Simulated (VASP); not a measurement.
# Ag in VASP: single point with PBEsol

Aim: the single point of Ag with PBEsol.

Everything below comes from runs of VASP 6.6.1. Logs are shortened: lines on timing, memory, paths and dates and some standing lists are left out, and cuts for length are marked.

**1. The cell of the first run**

The cell holds a slab with vacuum, 11 atoms: a = 2.866 Å, b = 2.866 Å, c = 39.403 Å, α = 90.00°, β = 90.00°, γ = 60.00°.

**2. Single point, PBEsol**

The input, INCAR:

```
ALGO     = Normal         # electronic algorithm
DIPOL    = 0.5 0.5 0.500
EDIFF    = 1E-6           # SCF threshold, eV
ENCUT    = 520            # plane-wave cutoff, eV
GGA      = PS             # functional
IDIPOL   = 3            
ISIF     = 2              # what is computed and relaxed
ISMEAR   = 1              # smearing method
LASPH    = T              # aspherical terms in the spheres
LCHARG   = F              # write CHGCAR
LDIPOL   = T            
LREAL    = F              # projectors in reciprocal space
LWAVE    = F              # write WAVECAR
NBANDS   = 72             # bands
NELM     = 60             # most SCF steps
PREC     = Accurate       # precision mode
SIGMA    = 0.1            # smearing width, eV
```

The input, KPOINTS:

```
k-points
0
Gamma
  19 19 1
```

The input, POSCAR:

```
Ag
1.0
    2.8663098917      0.0000000000      0.0000000000
    1.4331549458      2.4822971813      0.0000000000
    0.0000000000      0.0000000000     39.4033222660
Ag
11
Direct
    0.6666666667      0.6666666667      0.2032800176
    0.0000000000      0.0000000000      0.2623126851
    0.3333333333      0.3333333333      0.3216638438
    0.6666666667      0.6666666667      0.3811028369
    0.0000000000      0.0000000000      0.4405642959
    0.3333333333      0.3333333333      0.4999999259
    0.6666666667      0.6666666667      0.5594356663
    0.0000000000      0.0000000000      0.6188971245
    0.3333333333      0.3333333333      0.6783360986
    0.6666666667      0.6666666667      0.7376873553
    0.0000000000      0.0000000000      0.7967201501
```

Potentials or basis: VASP PAW PBE potentials, release 64 (Ag).

Command:

```
cat potpaw_PBE.64/Ag/POTCAR > POTCAR
mpirun -np 1 vasp_std > vasp.out
```

OUTCAR:

```text
EDIFF = 1E-6
   ENCUT = 520
   GGA = PS
   ISIF = 2
   ISMEAR = 1
   LASPH = T
   LREAL = F
   NELM = 60
   PREC = Accurate

 ion  position               nearest neighbor table
   1  0.667  0.667  0.203-   2 2.85   2 2.85   2 2.85
   2  0.000  0.000  0.262-   1 2.85   1 2.85   1 2.85   3 2.86   3 2.86   3 2.86
   3  0.333  0.333  0.322-   2 2.86   2 2.86   2 2.86   4 2.87   4 2.87   4 2.87
   4  0.667  0.667  0.381-   3 2.87   3 2.87   3 2.87   5 2.87   5 2.87   5 2.87
   5  0.000  0.000  0.441-   6 2.87   6 2.87   6 2.87   4 2.87   4 2.87   4 2.87
   6  0.333  0.333  0.500-   5 2.87   5 2.87   5 2.87   7 2.87   7 2.87   7 2.87
   7  0.667  0.667  0.559-   6 2.87   6 2.87   6 2.87   8 2.87   8 2.87   8 2.87
   8  0.000  0.000  0.619-   9 2.87   9 2.87   9 2.87   7 2.87   7 2.87   7 2.87
   9  0.333  0.333  0.678-  10 2.86  10 2.86  10 2.86   8 2.87   8 2.87   8 2.87
  10  0.667  0.667  0.738-  11 2.85  11 2.85  11 2.85   9 2.86   9 2.86   9 2.86
  11  0.000  0.000  0.797-  10 2.85  10 2.85  10 2.85

  LATTYP: Found a hexagonal cell.
 ALAT       =     2.8663098916
 C/A-ratio  =    13.7470558856

  Lattice vectors:

 A1 = (  -1.4331549458,  -2.4822971813,   0.0000000000)
 A2 = (   2.8663098917,   0.0000000000,   0.0000000000)
 A3 = (   0.0000000000,   0.0000000000,  39.4033222660)

Analysis of symmetry for initial positions (statically):
=====================================================================
 Subroutine PRICEL returns:
 Original cell was already a primitive cell.

 Routine SETGRP: Setting up the symmetry group for a
 hexagonal supercell.

 Subroutine GETGRP returns: Found 12 space group operations
 (whereof  6 operations were pure point group operations)
 out of a pool of 24 trial point group operations.

The static configuration has the point symmetry C_3v.
 The point group associated with its full space group is D_3d.

Analysis of symmetry for dynamics (positions and initial velocities):
=====================================================================
 Subroutine PRICEL returns:
 Original cell was already a primitive cell.

 Routine SETGRP: Setting up the symmetry group for a
 hexagonal supercell.

 Subroutine GETGRP returns: Found 12 space group operations
 (whereof  6 operations were pure point group operations)
 out of a pool of 24 trial point group operations.

The dynamic configuration has the point symmetry C_3v.
 The point group associated with its full space group is D_3d.

 Subroutine INISYM returns: Found 12 space group operations
 (whereof  6 operations are pure point group operations),
 and found     1 'primitive' translations

----------------------------------------------------------------------------------------

                                     Primitive cell

  volume of cell :     280.3559

  direct lattice vectors                    reciprocal lattice vectors
     2.866309892  0.000000000  0.000000000     0.348880630 -0.201426325  0.000000000
     1.433154946  2.482297181  0.000000000     0.000000000  0.402852651  0.000000000
     0.000000000  0.000000000 39.403322266     0.000000000  0.000000000  0.025378571

  length of vectors
     2.866309892  2.866309892 39.403322266     0.402852651  0.402852651  0.025378571

  position of ions in fractional coordinates (direct lattice)
     0.666666667  0.666666667  0.203280018
     0.000000000  0.000000000  0.262312685
     0.333333333  0.333333333  0.321663844
     0.666666667  0.666666667  0.381102837
     0.000000000  0.000000000  0.440564296
     0.333333333  0.333333333  0.499999926
     0.666666667  0.666666667  0.559435666
     0.000000000  0.000000000  0.618897125
     0.333333333  0.333333333  0.678336099
     0.666666667  0.666666667  0.737687355
     0.000000000  0.000000000  0.796720150

  ion indices of the primitive-cell ions
   primitive index   ion index
                 1           1
                 2           2
                 3           3
                 4           4
                 5           5
                 6           6
                 7           7
                 8           8
                 9           9
                10          10
                11          11

----------------------------------------------------------------------------------------

 KPOINTS: k-points

Automatic generation of k-mesh.
 Grid dimensions read from file:
 generate k-points for:   19   19    1

 Generating k-lattice:

  Cartesian coordinates                     Fractional coordinates (reciprocal lattice)
     0.018362138 -0.010601386  0.000000000     0.052631579  0.000000000  0.000000000
     0.000000000  0.021202771  0.000000000     0.000000000  0.052631579  0.000000000
     0.000000000  0.000000000  0.025378571     0.000000000  0.000000000  1.000000000

  Length of vectors
     0.021202771  0.021202771  0.025378571

  Shift w.r.t. Gamma in fractional coordinates (k-lattice)
     0.000000000  0.000000000  0.000000000

 Subroutine IBZKPT returns following result:
 ===========================================

 Found     40 irreducible k-points:

 Following reciprocal coordinates:
            Coordinates               Weight
  0.000000  0.000000  0.000000      1.000000
  0.052632  0.000000  0.000000      6.000000
  0.105263  0.000000  0.000000      6.000000
  0.157895 -0.000000  0.000000      6.000000
  0.210526 -0.000000  0.000000      6.000000
  0.263158  0.000000  0.000000      6.000000
[... 16 lines left out ...]
  0.368421  0.105263  0.000000     12.000000
  0.421053  0.105263  0.000000     12.000000
 [... further k-points ...]
   k-points           NKPTS =     40   k-points in BZ     NKDIM =     40   number of bands    NBANDS=     72
   number of dos      NEDOS =    301   number of ions     NIONS =     11
   total plane-waves  NPLWV = 169344
   dimension x,y,z NGX =    24 NGY =   24 NGZ =  294
   dimension x,y,z NGXF=    48 NGYF=   48 NGZF=  588
   ions per type =              11
   NGX,Y,Z   is equivalent  to a cutoff of  13.92, 13.92, 12.40 a.u.
   NGXF,Y,Z  is equivalent  to a cutoff of  27.84, 27.84, 24.81 a.u.
 SYSTEM =  unknown system
   PREC   = accura    normal or accurate (medium, high low for compatibility)
   ISTART =      0    job   : 0-new  1-cont  2-samecut
   ICHARG =      2    charge: 1-file 2-atom 10-const
   ISPIN  =      1    spin polarized calculation?
   LNONCOLLINEAR =      F non collinear calculations
   LSORBIT =      F    spin-orbit coupling
   LASPH  =      T    aspherical Exc in radial PAW
   ENCUT  =  520.0 eV  38.22 Ry    6.18 a.u.   5.33  5.33 73.26*2*pi/ulx,y,z
   NELM   =     60;   NELMIN=  2; NELMDL= -5     # of ELM steps
   EDIFF  = 0.1E-05   stopping-criterion for ELM
   LREAL  =      F    real-space projection
   EDIFFG = 0.1E-04   stopping-criterion for IOM
   NSW    =      0    number of steps for IOM
   IBRION =     -1    ionic relax: 0-MD 1-quasi-New 2-CG
   NFREE  =      0    steps in history (QN), initial steepest desc. (CG)
   ISIF   =      2    stress and relaxation
   ISYM   =      2    0-nonsym 1-usesym 2-fastsym
   POTIM  = 0.5000    time-step for ionic-motion
   TEBEG  =    0.0;   TEEND  =   0.0 temperature during run
   PSTRESS=    0.0 pullay stress
   NELECT =     121.0000    total number of electrons
   NUPDOWN=      -1.0000    fix difference up-down
   EMIN   =  10.00;   EMAX   =-10.00  energy-range for DOS
   EFERMI =   0.00;   METHOD = LEGACY
   ISMEAR =     1;   SIGMA  =   0.10  broadening in eV -4-tet -1-fermi 0-gaus
   EFERMI_NEDOS =   21; number of points for ismear=-14 and -15
   IALGO  =     38    algorithm
   IMIX   =      4    mixing-type and parameters
     AMIX     =   0.40;   BMIX     =  1.00
     AMIX_MAG =   1.60;   BMIX_MAG =  1.00
  volume/ion in A,a.u.               =      25.49       171.99
  Fermi-wavevector in a.u.,A,eV,Ry     =   1.237181  2.337934 20.825318  1.530618
  Thomas-Fermi vector in A             =   2.371759
   LORBIT       =      0    0 simple, 1 ext, 2 COOP (PROOUT), +10 PAW based schemes
   GGA     = PS    functional components
   LHFCALC =     F    Hartree Fock is set to
   AEXX    =    0.0000 exact exchange contribution
   IVDW    =     0    specifies the selected vdW correction
   LEPSILON=     F    determine dielectric tensor
   LRPA    =     F    only Hartree local field effects (RPA)
 non-spin polarized calculation
 Methfessel and Paxton  Order N= 1 SIGMA  =   0.10
  energy-cutoff  :      520.00
  volume of cell :      280.36
 maximum number of plane-waves:      7635
 NGX is ok and might be reduce to    24
   NGX = 11   NGY = 11   NGZ =147

 dipolmoment           0.000000      0.000000     -0.000000 electrons x Angstroem

 number of electron     120.9999963 magnetization

 dipolmoment           0.000000      0.000000      0.000210 electrons x Angstroem

 Free energy of the ion-electron system (eV)
  ---------------------------------------------------
  ext. energy  EPLUGINS =         0.00000000
  ---------------------------------------------------
  free energy    TOTEN  =       -35.50653944 eV

  energy without entropy =      -35.50407016  energy(sigma->0) =      -35.50571634

 E-fermi :   4.0539     XC(G=0):  -8.6214

 val. band max:        4.0484479050   @ k =  -0.4737   0.1053   0.0000
 cond. band min:       4.0566648871   @ k =   0.1579  -0.0000   0.0000
 fundamental gap:      0.0082169821
 Fermi energy:         4.0538547431

 k-point     1 :       0.0000    0.0000    0.0000
  band No.  band energies     occupation
      1      -3.9299      2.00000
      2      -3.7728      2.00000
      3      -3.4833      2.00000
      4      -3.1172      2.00000
      5      -2.7537      2.00000
      6      -2.5387      2.00000
[... 64 lines left out ...]
     71       9.4490      0.00000
     72       9.4594      0.00000
[... 1723 lines left out ...]
     71      10.3748      0.00000
     72      10.7777      0.00000

 [... further k-points ...]

------------------------ aborting loop because EDIFF is reached ----------------------------------------

 vacuum level on the upper side and lower side of the slab       (xc-potential included)        -0.151        -0.156

  FORCE on cell =-STRESS in cart. coord.  units (eV):
  Direction    XX          YY          ZZ          XY          YZ          ZX
  --------------------------------------------------------------------------------------
  -------------------------------------------------------------------------------------
  Total       -1.5204227     -1.5204227     -0.2868585      0.0000000      0.0000000      0.0000000
  in kB       -8.6889074     -8.6889074     -1.6393380      0.0000000      0.0000000      0.0000000
  external PRESSURE =      -6.3390509 kB  Pullay stress =       0.0000000 kB

 VOLUME and BASIS-vectors are now :
 -----------------------------------------------------------------------------
  energy-cutoff  :      520.00
  volume of cell :      280.36
      direct lattice vectors                 reciprocal lattice vectors
     2.866309892  0.000000000  0.000000000     0.348880630 -0.201426325  0.000000000
     1.433154946  2.482297181  0.000000000     0.000000000  0.402852651  0.000000000
     0.000000000  0.000000000 39.403322266     0.000000000  0.000000000  0.025378571

 POSITION                                       TOTAL-FORCE (eV/Angst)
 -----------------------------------------------------------------------------------
      2.86631      1.65486      8.00991         0.000000      0.000000      0.007208
      0.00000      0.00000     10.33599         0.000000      0.000000      0.000979
      1.43315      0.82743     12.67462         0.000000     -0.000000      0.001954
      2.86631      1.65486     15.01672        -0.000000      0.000000      0.001060
      0.00000      0.00000     17.35970        -0.000000     -0.000000      0.002153
      1.43315      0.82743     19.70166         0.000000     -0.000000      0.000000
      2.86631      1.65486     22.04362         0.000000     -0.000000     -0.002153
      0.00000      0.00000     24.38660        -0.000000     -0.000000     -0.001060
      1.43315      0.82743     26.72870         0.000000      0.000000     -0.001954
      2.86631      1.65486     29.06733         0.000000     -0.000000     -0.000979
      0.00000      0.00000     31.39342        -0.000000     -0.000000     -0.007208
 -----------------------------------------------------------------------------------
    total drift:                               -0.000000     -0.000000      0.034465

  FREE ENERGIE OF THE ION-ELECTRON SYSTEM (eV)
  ---------------------------------------------------
  free  energy   TOTEN  =       -35.5065394362 eV

  energy  without entropy=      -35.5040701596  energy(sigma->0) =      -35.50571634

 vacuum level on the upper side and lower side of the slab         8.483         8.478
```

Run time: 52 min. Hardware: 1 thread of Oxide Virtual Turin-like, shared host; peak memory 0.73 GiB.

Results:

```yaml
Free_energy: -35.5065 eV
Largest_force: 0.007 eV/Å
Band_gap_on_the_k_mesh: zero (an odd number of electrons rules out a gap without spin polarisation)
```

Forces in eV/Å, atoms in the order of the input:
```
Ag   0.000  0.000  0.007
Ag   0.000  0.000  0.001
Ag   0.000  0.000  0.002
Ag   0.000  0.000  0.001
Ag   0.000  0.000  0.002
Ag   0.000  0.000  0.000
Ag   0.000  0.000 -0.002
Ag   0.000  0.000 -0.001
Ag   0.000  0.000 -0.002
Ag   0.000  0.000 -0.001
Ag   0.000  0.000 -0.007
```

Caveat: the PAW data sets were made with another functional, which shifts forces and pressure a little.
